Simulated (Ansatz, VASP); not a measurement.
# Two plane-wave programs on SiC

```
Si C
1.0
     0.00000    2.01387    2.01387
     2.01387    0.00000    2.01387
     2.01387    2.01387    0.00000
Si C
1 1
Cartesian
  0.0000 0.0000 0.0000
  2.0139 2.0139 2.0139
```

Alike in both runs: task single point; functional PBE; k mesh 8 × 8 × 8; occupations fermi-dirac, width 0.5 eV; no spin polarisation.

|  | VASP | Ansatz |
| --- | --- | --- |
| version | VASP 6.6.1 | Ansatz 0.2.0 |
| potentials or method | VASP PAW PBE potentials, release 64 (Si, C) | plane waves |
| plane-wave cutoff (eV) | 600 | 420 |
| valence electrons in the cell | 8 | 8 |

|  | VASP | Ansatz | Ansatz less VASP |
| --- | --- | --- | --- |
| pressure (GPa) | 9.9 | 9.9 | 0.00 |
